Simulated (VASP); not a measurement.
A run of VASP 6.6.1 is set up as follows.

Contents of INCAR:

```
SYSTEM = ZnO
PREC = Accurate
ENCUT = 520
EDIFF = 1E-6
ISMEAR = 0
SIGMA = 0.05
LREAL = .False.
LASPH = .True.
NELM = 80
ALGO = Normal
ISIF = 2
LWAVE = .False.
LCHARG = .True.
GGA = PS
LELF = .True.
LVHAR = .True.
NBANDS = 26
```

The input KPOINTS:

```
Automatic mesh
0
Gamma
  9 9 6
  0 0 0
```

POSCAR

```
ZnO
1.0
    3.2905078253      0.0000000000      0.0000000000
   -1.6452539126      2.8496633681      0.0000000000
    0.0000000000      0.0000000000      5.0282250078
Zn O
2 2
Direct
    0.3333333333      0.6666666667      0.0015754469
    0.6666666667      0.3333333333      0.5015754469
    0.3333333333      0.6666666667      0.3352736727
    0.6666666667      0.3333333333      0.8352736727
```

Potentials or basis: VASP PAW PBE potentials, release 64 (Zn, O).

Run with:

```console
$ cat potpaw_PBE.64/Zn/POTCAR potpaw_PBE.64/O/POTCAR > POTCAR
$ mpirun -np 1 vasp_std > vasp.out
```

(1) Estimate the pressure.

(2) Predict the largest force.

Results:

(1) 14.1 GPa.

(2) 5.233 eV/Å.

Caveat: the PAW data sets were made with another functional, which shifts forces and pressure a little.
